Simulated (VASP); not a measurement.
# Hg2Se (P-3m1) in VASP: notebook

The runs below take Hg2Se through single point, relaxation of cell and atoms, with PBE.

Program: VASP 6.6.1. These are calculated values, not measurements. Logs are shortened: lines on timing, memory, paths and dates and some standing lists are left out, and cuts for length are marked.

## Step 1: The cell of the first run

The structure is trigonal, space group P-3m1 (No. 164). Conventional cell: a = 4.153 Å, b = 4.153 Å, c = 5.130 Å, α = 90.00°, β = 90.00°, γ = 120.00°. Hg (site symmetry 3m) has 3 Se at 2.90 Å and 3 Hg at 3.04 Å within 3.8 Å. Se (site symmetry -3m) has 6 Hg at 2.90 Å within 3.8 Å.

## Step 2: Single point, PBE

INCAR

```
SYSTEM = Hg2Se
  PREC = Accurate
  ENCUT = 520
  EDIFF = 1E-7
  ISMEAR = 0
  SIGMA = 0.1
  LREAL = .FALSE.
  LASPH = .TRUE.
  NELM = 100
  ALGO = Normal
  ISIF = 2
  LWAVE = .FALSE.
  LCHARG = .FALSE.
  GGA = PE
  NBANDS = 22
```

KPOINTS

```
Automatic mesh
0
G
  12 12 10
  0 0 0
```

POSCAR

```
Hg2Se
1.0
    4.1532357539      0.0000000000      0.0000000000
   -2.0766178769      3.5968076708      0.0000000000
    0.0000000000      0.0000000000      5.1302253869
Hg Se
2 1
Direct
    0.6666666667      0.3333333333      0.1822306621
    0.3333333333      0.6666666667      0.8177693379
    0.0000000000      0.0000000000      0.5000000000
```

Potentials or basis: VASP PAW PBE potentials, release 64 (Hg, Se).

Run with:

```sh
$ cat potpaw_PBE.64/Hg/POTCAR potpaw_PBE.64/Se/POTCAR > POTCAR
$ mpirun -np 1 vasp_std > vasp.out
```

OUTCAR:

```text
SYSTEM = Hg2Se
   PREC = Accurate
   ENCUT = 520
   EDIFF = 1E-7
   ISMEAR = 0
   LREAL = .FALSE.
   LASPH = .TRUE.
   NELM = 100
   ISIF = 2
   GGA = PE

 ion  position               nearest neighbor table
   1  0.667  0.333  0.182-   3 2.90   3 2.90   3 2.90   2 3.04   2 3.04   2 3.04
   2  0.333  0.667  0.818-   3 2.90   3 2.90   3 2.90   1 3.04   1 3.04   1 3.04
   3  0.000  0.000  0.500-   1 2.90   2 2.90   2 2.90   1 2.90   1 2.90   2 2.90

  LATTYP: Found a hexagonal cell.
 ALAT       =     4.1532357539
 C/A-ratio  =     1.2352357754

  Lattice vectors:

 A1 = (   4.1532357539,   0.0000000000,   0.0000000000)
 A2 = (  -2.0766178769,   3.5968076708,   0.0000000000)
 A3 = (   0.0000000000,   0.0000000000,   5.1302253869)

Analysis of symmetry for initial positions (statically):
=====================================================================
 Subroutine PRICEL returns:
 Original cell was already a primitive cell.

 Routine SETGRP: Setting up the symmetry group for a
 hexagonal supercell.

 Subroutine GETGRP returns: Found 12 space group operations
 (whereof 12 operations were pure point group operations)
 out of a pool of 24 trial point group operations.

The static configuration has the point symmetry D_3d.

Analysis of symmetry for dynamics (positions and initial velocities):
=====================================================================
 Subroutine PRICEL returns:
 Original cell was already a primitive cell.

 Routine SETGRP: Setting up the symmetry group for a
 hexagonal supercell.

 Subroutine GETGRP returns: Found 12 space group operations
 (whereof 12 operations were pure point group operations)
 out of a pool of 24 trial point group operations.

The dynamic configuration has the point symmetry D_3d.

 Subroutine INISYM returns: Found 12 space group operations
 (whereof 12 operations are pure point group operations),
 and found     1 'primitive' translations

----------------------------------------------------------------------------------------

                                     Primitive cell

  volume of cell :      76.6373

  direct lattice vectors                    reciprocal lattice vectors
     4.153235754  0.000000000  0.000000000     0.240776122  0.139012159  0.000000000
    -2.076617877  3.596807671  0.000000000     0.000000000  0.278024318  0.000000000
     0.000000000  0.000000000  5.130225387     0.000000000  0.000000000  0.194923210

  length of vectors
     4.153235754  4.153235754  5.130225387     0.278024318  0.278024318  0.194923210
[... 83 lines left out ...]
   EDIFF  = 0.1E-06   stopping-criterion for ELM
   LREAL  =      F    real-space projection
   EDIFFG = 0.1E-05   stopping-criterion for IOM
   NSW    =      0    number of steps for IOM
   IBRION =     -1    ionic relax: 0-MD 1-quasi-New 2-CG
   NFREE  =      0    steps in history (QN), initial steepest desc. (CG)
   ISIF   =      2    stress and relaxation
   ISYM   =      2    0-nonsym 1-usesym 2-fastsym
   POTIM  = 0.5000    time-step for ionic-motion
   TEBEG  =    0.0;   TEEND  =   0.0 temperature during run
   PSTRESS=    0.0 pullay stress
   NELECT =      30.0000    total number of electrons
   NUPDOWN=      -1.0000    fix difference up-down
   EMIN   =  10.00;   EMAX   =-10.00  energy-range for DOS
   EFERMI =   0.00;   METHOD = LEGACY
   ISMEAR =     0;   SIGMA  =   0.10  broadening in eV -4-tet -1-fermi 0-gaus
   EFERMI_NEDOS =   21; number of points for ismear=-14 and -15
   IALGO  =     38    algorithm
   IMIX   =      4    mixing-type and parameters
     AMIX     =   0.40;   BMIX     =  1.00
     AMIX_MAG =   1.60;   BMIX_MAG =  1.00
  volume/ion in A,a.u.               =      25.55       172.39
  Fermi-wavevector in a.u.,A,eV,Ry     =   1.197573  2.263084 19.513204  1.434180
  Thomas-Fermi vector in A             =   2.333484
   LORBIT       =      0    0 simple, 1 ext, 2 COOP (PROOUT), +10 PAW based schemes
   GGA     = PE    functional components
   LHFCALC =     F    Hartree Fock is set to
   AEXX    =    0.0000 exact exchange contribution
   IVDW    =     0    specifies the selected vdW correction
   LEPSILON=     F    determine dielectric tensor
   LRPA    =     F    only Hartree local field effects (RPA)
 non-spin polarized calculation
 Gauss-broadening in eV      SIGMA  =   0.10
  energy-cutoff  :      520.00
  volume of cell :       76.64
 maximum number of plane-waves:      2095
 NGX is ok and might be reduce to    32
   NGX = 15   NGY = 15   NGZ = 19

 number of electron      30.0000002 magnetization

 Free energy of the ion-electron system (eV)
  ---------------------------------------------------
  ext. energy  EPLUGINS =         0.00000000
  ---------------------------------------------------
  free energy    TOTEN  =        -3.92008387 eV

  energy without entropy =       -3.91551472  energy(sigma->0) =       -3.91779930

 E-fermi :   2.1556     XC(G=0):  -9.9889

 val. band max:        2.1350645323   @ k =   0.3333   0.3333   0.2000
 cond. band min:       2.1843266674   @ k =   0.1667  -0.0000   0.4000
 fundamental gap:      0.0492621351
 Fermi energy:         2.1556469140

 k-point     1 :       0.0000    0.0000    0.0000
  band No.  band energies     occupation
      1     -10.8077      2.00000
      2      -4.8012      2.00000
      3      -4.7934      2.00000
      4      -4.7934      2.00000
      5      -4.4733      2.00000
      6      -4.4733      2.00000
[... 589 lines left out ...]
     21      11.5002      0.00000
     22      11.5949      0.00000

 [... further k-points ...]

------------------------ aborting loop because EDIFF is reached ----------------------------------------

  FORCE on cell =-STRESS in cart. coord.  units (eV):
  Direction    XX          YY          ZZ          XY          YZ          ZX
  --------------------------------------------------------------------------------------
  -------------------------------------------------------------------------------------
  Total        0.1348069      0.1348069      0.1273109      0.0000000      0.0000000      0.0000000
  in kB        2.8182699      2.8182699      2.6615574      0.0000000      0.0000000      0.0000000
  external PRESSURE =       2.7660324 kB  Pullay stress =       0.0000000 kB

 VOLUME and BASIS-vectors are now :
 -----------------------------------------------------------------------------
  energy-cutoff  :      520.00
  volume of cell :       76.64
      direct lattice vectors                 reciprocal lattice vectors
     4.153235754  0.000000000  0.000000000     0.240776122  0.139012159  0.000000000
    -2.076617877  3.596807671  0.000000000     0.000000000  0.278024318  0.000000000
     0.000000000  0.000000000  5.130225387     0.000000000  0.000000000  0.194923210

 POSITION                                       TOTAL-FORCE (eV/Angst)
 -----------------------------------------------------------------------------------
      2.07662      1.19894      0.93488        -0.000000      0.000000      0.010045
     -0.00000      2.39787      4.19534         0.000000      0.000000     -0.010045
      0.00000      0.00000      2.56511         0.000000      0.000000      0.000000
 -----------------------------------------------------------------------------------
    total drift:                                0.000000      0.000000     -0.000000

  FREE ENERGIE OF THE ION-ELECTRON SYSTEM (eV)
  ---------------------------------------------------
  free  energy   TOTEN  =        -3.9200838723 eV

  energy  without entropy=       -3.9155147185  energy(sigma->0) =       -3.91779930
```

OSZICAR:

```text
N       E                     dE             d eps       ncg     rms          rms(c)
DAV:   1     0.217160087525E+03    0.21716E+03   -0.14534E+04  7128   0.126E+03
DAV:   2     0.435428940998E+01   -0.21281E+03   -0.20198E+03  7902   0.316E+02
DAV:   3    -0.434030706876E+01   -0.86946E+01   -0.86187E+01  8466   0.646E+01
DAV:   4    -0.438918728274E+01   -0.48880E-01   -0.48851E-01  7560   0.452E+00
DAV:   5    -0.438937209953E+01   -0.18482E-03   -0.18481E-03  8586   0.264E-01    0.635E+00
DAV:   6    -0.391950456727E+01    0.46987E+00   -0.11640E+00  9208   0.101E+01    0.531E+00
DAV:   7    -0.392270209212E+01   -0.31975E-02   -0.16921E-01  8016   0.226E+00    0.283E+00
DAV:   8    -0.392067202318E+01    0.20301E-02   -0.14261E-02  8070   0.111E+00    0.169E-01
DAV:   9    -0.392001548226E+01    0.65654E-03   -0.34234E-03  8978   0.518E-01    0.532E-02
DAV:  10    -0.392007440083E+01   -0.58919E-04   -0.25394E-04  7794   0.120E-01    0.250E-02
DAV:  11    -0.392008430852E+01   -0.99077E-05   -0.17174E-05  8382   0.282E-02    0.396E-03
DAV:  12    -0.392008389174E+01    0.41678E-06   -0.16416E-06  8162   0.698E-03    0.167E-03
DAV:  13    -0.392008387227E+01    0.19463E-07   -0.17133E-07  6778   0.254E-03
   1 F= -.39200839E+01 E0= -.39177993E+01  d E =-.456915E-02
```

It took 1.9 min on 1 thread of Intel Xeon Platinum 8488C (Sapphire Rapids), shared host; peak memory 0.38 GiB.

What came out:

```yaml
Free_energy: -3.9201 eV
Pressure: 0.3 GPa
Largest_force: 0.010 eV/Å
Band_gap_on_the_k_mesh: zero (band 15 reaches 3.34 eV, above the bottom of band 16 at 0.39 eV)
```

Forces in eV/Å, atoms in the order of the input:
```
Hg   0.000  0.000  0.010
Hg   0.000  0.000 -0.010
Se   0.000  0.000  0.000
```

Caveat: spin-orbit coupling is left out, which moves the levels of the heavy elements.

## Step 3: Single point, PBE

INCAR

```
  PREC = Accurate
  ENCUT = 520
  EDIFF = 1E-6
  ISMEAR = 0
  SIGMA = 0.1
  LREAL = False
  LASPH = True
  NELM = 60
  ALGO = Normal
  ISIF = 2
  LWAVE = False
  LCHARG = True
  GGA = PE
  LELF = True
  LVHAR = True
  NBANDS = 22
```

KPOINTS

```
regular mesh
0
Gamma
  6 6 4
```

POSCAR

```
Hg2Se
1.0
    4.1358897945      0.0000000000      0.0000000000
   -2.0679448972      3.5817856293      0.0000000000
    0.0000000000      0.0000000000      5.1818396971
Hg Se
2 1
Direct
    0.6666666667      0.3333333333      0.1833726577
    0.3333333333      0.6666666667      0.8166273423
    0.0000000000      0.0000000000      0.5000000000
```

Potentials or basis: VASP PAW PBE potentials, release 64 (Hg, Se).

Run with:

```sh
$ cat potpaw_PBE.64/Hg/POTCAR potpaw_PBE.64/Se/POTCAR > POTCAR
$ mpirun -np 1 vasp_std > vasp.out
```

It took 28 s on 1 thread of Intel Xeon 6975P-C, shared host; peak memory 0.21 GiB.

It converged, with:

| Quantity | Value |
| --- | --- |
| Free energy | -3.9404 eV |
| Pressure | 0.2 GPa |
| Largest force | 0.004 eV/Å |
| Band gap on the k mesh | zero (band 15 reaches 3.31 eV, above the bottom of band 16 at 0.40 eV) |

Forces in eV/Å, atoms in the order of the input:
```
Hg   0.000  0.000  0.004
Hg   0.000  0.000 -0.004
Se   0.000  0.000  0.000
```

Levels at points of the mesh, in eV from the Fermi level:
```tsv
k point	band 13	band 14	band 15	band 16	band 17	band 18
(0.00, 0.00, 0.00)	-3.43	-0.28	-0.28	3.36	4.25	5.24
(0.50, 0.00, 0.00)	-1.67	-1.61	-1.44	0.36	2.03	6.26
(0.00, 0.00, 0.50)	-0.54	-0.54	-0.12	0.30	6.79	6.79
(0.50, 0.00, 0.50)	-3.23	-3.13	-0.81	2.12	2.75	3.97
```

Caveat: spin-orbit coupling is left out, which moves the levels of the heavy elements.

## Step 4: Single point, PBE

This run uses another cell than the first one, of 30.23 Å³/atom, 1.183 times its volume.

INCAR

```
PREC = Accurate ; ENCUT = 520
EDIFF = 1E-6 ; ISMEAR = 0
SIGMA = 0.1 ; LREAL = False
LASPH = True ; NELM = 60
ALGO = Normal ; ISIF = 2
LWAVE = False ; LCHARG = True
GGA = PE ; LELF = True
LVHAR = True ; NBANDS = 22
```

KPOINTS

```
Automatic mesh
0
Gamma
  6 6 4
```

POSCAR

```
Hg2Se
1.0
    4.1039351400      0.0000000000      0.0000000000
   -2.0519675700      3.5541120900      0.0000000000
    0.0000000000      0.0000000000      6.2176927900
Hg Se
2 1
Direct
    0.6666666700      0.3333333300      0.2449961800
    0.3333333300      0.6666666700      0.7550038200
    0.0000000000      0.0000000000      0.5000000000
```

Run with:

```sh
$ cat potpaw_PBE.64/Hg/POTCAR potpaw_PBE.64/Se/POTCAR > POTCAR
$ mpirun -np 1 vasp_std > vasp.out
```

Wall time 34 s (1 thread of Intel Xeon 6975P-C, shared host); peak memory 0.23 GiB.

The run converged. Its results:

* Free energy: -3.4351 eV
* Pressure: 0.2 GPa
* Largest force: 0.484 eV/Å
* Band gap on the k mesh: zero (band 15 reaches 1.64 eV, above the bottom of band 16 at 0.40 eV)

Forces on the atoms (eV/Å):
```
Hg   0.000  0.000 -0.484
Hg   0.000  0.000  0.484
Se   0.000  0.000  0.000
```

Stress tensor (GPa, compression positive):
```
 1.78  0.00  0.00
 0.00  1.78  0.00
 0.00  0.00 -2.85
```

Levels at points of the mesh, in eV from the Fermi level:
| k point | band 11 | band 12 | band 13 | band 14 | band 15 | band 16 | band 17 | band 18 | band 19 | band 20 |
| --- | --- | --- | --- | --- | --- | --- | --- | --- | --- | --- |
| (0.00, 0.00, 0.00) | -5.95 | -4.26 | -3.73 | -0.53 | -0.53 | 2.32 | 2.65 | 5.77 | 5.77 | 9.13 |
| (0.50, 0.00, 0.00) | -5.71 | -4.93 | -2.19 | -1.82 | -1.46 | 0.35 | 1.92 | 4.90 | 5.88 | 6.33 |
| (0.00, 0.00, 0.50) | -5.94 | -5.33 | -1.59 | -0.58 | -0.58 | 0.08 | 4.93 | 6.24 | 6.24 | 6.28 |
| (0.50, 0.00, 0.50) | -5.68 | -4.78 | -2.71 | -2.56 | -1.28 | 1.65 | 2.28 | 4.96 | 5.11 | 5.58 |

Caveat: spin-orbit coupling is left out, which moves the levels of the heavy elements.

## Step 5: Relaxation of cell and atoms, PBE

This run uses another cell than the first one, of 30.23 Å³/atom, 1.183 times its volume.

INCAR

```
PREC     = Accurate       # precision mode
ENCUT    = 600            # plane-wave cutoff, eV
EDIFF    = 1E-6           # SCF threshold, eV
ISMEAR   = 0              # smearing method
SIGMA    = 0.1            # smearing width, eV
LREAL    = False          # projectors in reciprocal space
LASPH    = True           # aspherical terms in the spheres
NELM     = 100            # most SCF steps
ALGO     = Normal         # electronic algorithm
ISIF     = 3              # what is computed and relaxed
LWAVE    = False          # write WAVECAR
LCHARG   = False          # write CHGCAR
GGA      = PE             # functional
IBRION   = 2              # ionic algorithm
NSW      = 90             # ionic steps
EDIFFG   = -0.04          # ionic threshold
```

KPOINTS is that of step 4.

POSCAR is that of step 4.

Run with:

```sh
$ cat potpaw_PBE.64/Hg/POTCAR potpaw_PBE.64/Se/POTCAR > POTCAR
$ mpirun -np 1 vasp_std > vasp.out
```

Run time: 7.4 min. Hardware: 1 thread of Intel Xeon 6975P-C, shared host; peak memory 0.28 GiB.

Results (log left out):

* Free energy: -3.9412 eV
* Relaxed volume: 25.73 Å³/atom
* Relaxed cell: a = 4.155 Å, b = 4.155 Å, c = 5.162 Å, α = 90.00°, β = 90.00°, γ = 120.00°
* Space group after relaxing (to 0.05 Å): P-3m1 (No. 164)
* Energy gained by relaxing: 168.7 meV/atom
* Ionic steps: 18
* Pressure after relaxing: 0.0 GPa
* Largest force after relaxing: 0.024 eV/Å
* Band gap on the k mesh: zero (band 15 reaches 3.26 eV, above the bottom of band 16 at 0.36 eV)

Forces in eV/Å, atoms in the order of the input:
```
Hg   0.000  0.000  0.024
Hg   0.000  0.000 -0.024
Se   0.000  0.000  0.000
```

Stress tensor (GPa, compression positive):
```
-0.05  0.00  0.00
 0.00 -0.05  0.00
 0.00  0.00  0.13
```

The path:
| step | energy change (eV) | largest force (eV/Å) | pressure (GPa) | volume (Å³) |
| --- | --- | --- | --- | --- |
| 1 | 0.0000 | 0.4840 | 0.27 | 90.69 |
| 2 | -0.0866 | 0.4124 | -0.58 | 91.30 |
| 3 | -0.2295 | 0.2212 | -2.48 | 92.48 |
| 4 | -0.3061 | 0.3430 | -1.86 | 88.44 |
| 5 | -0.3842 | 0.5150 | -0.02 | 81.52 |
| 6 | -0.3873 | 0.5578 | 0.98 | 78.95 |
| 7 | -0.4161 | 0.3909 | 0.96 | 77.63 |
| 8 | -0.4187 | 0.1843 | 1.22 | 76.21 |
| 9 | -0.4212 | 0.2678 | 1.10 | 76.75 |
| 10 | -0.4463 | 0.1435 | -0.39 | 79.05 |
| 11 | -0.4493 | 0.0834 | -1.05 | 80.23 |
| 12 | -0.4711 | 0.0555 | -0.91 | 79.69 |
| 13 | -0.5036 | 0.0771 | -0.49 | 78.04 |
| 14 | -0.5040 | 0.1018 | -0.37 | 77.81 |
| 15 | -0.5040 | 0.0920 | -0.47 | 77.90 |
| 16 | -0.5051 | 0.0101 | 0.39 | 76.64 |
| 17 | -0.5056 | 0.0413 | 0.06 | 77.10 |
| 18 | -0.5061 | 0.0241 | 0.01 | 77.19 |

Final structure:
```cif
data_structure
_symmetry_space_group_name_H-M 'P 1'
_symmetry_Int_Tables_number 1
_cell_length_a 4.1554
_cell_length_b 4.1554
_cell_length_c 5.1618
_cell_angle_alpha 90.000
_cell_angle_beta 90.000
_cell_angle_gamma 120.000
_cell_volume 77.19
loop_
_atom_site_label
_atom_site_type_symbol
_atom_site_fract_x
_atom_site_fract_y
_atom_site_fract_z
_atom_site_occupancy
Hg1 Hg 0.66667 0.33333 0.18302 1
Hg2 Hg 0.33333 0.66667 0.81698 1
Se1 Se 0.00000 0.00000 0.50000 1
```

Levels at points of the mesh, in eV from the Fermi level:
```
           k point  band 13  band 14  band 15  band 16  band 17  band 18
(0.00, 0.00, 0.00)    -3.36    -0.29    -0.29     3.36     4.21     5.18
(0.50, 0.00, 0.00)    -1.63    -1.61    -1.45     0.39     2.09     6.28
(0.00, 0.00, 0.50)    -0.54    -0.54    -0.13     0.34     6.76     6.76
(0.50, 0.00, 0.50)    -3.20    -3.12    -0.80     2.10     2.75     3.95
```

Caveat: spin-orbit coupling is left out, which moves the levels of the heavy elements.

## Step 6: Summary

```csv
task,cell,k mesh,cutoff (eV),gap on the mesh (eV),pressure (GPa),largest force (eV/Å)
single point,"a = 4.153, b = 4.153, c = 5.130 Å, angles 90.0, 90.0, 120.0°, 3 atoms",12 × 12 × 10,520,none,0.3,0.01
single point,"a = 4.136, b = 4.136, c = 5.182 Å, angles 90.0, 90.0, 120.0°, 3 atoms",6 × 6 × 4,520,none,0.2,-
single point,"a = 4.104, b = 4.104, c = 6.218 Å, angles 90.0, 90.0, 120.0°, 3 atoms",6 × 6 × 4,520,none,0.2,0.48
relaxation of cell and atoms,"relaxed from a = 4.104, b = 4.104, c = 6.218 Å, angles 90.0, 90.0, 120.0°, 3 atoms",6 × 6 × 4,600,none,0.0,0.02
```

Alike in all rows: level PBE; potentials or basis VASP PAW PBE potentials, release 64 (Hg, Se); no spin polarisation; smearing gaussian 0.1 eV.

Caveats: spin-orbit coupling is left out, which moves the levels of the heavy elements.

Total energies depend on the potentials used, so only differences within one code and one set of settings carry meaning.
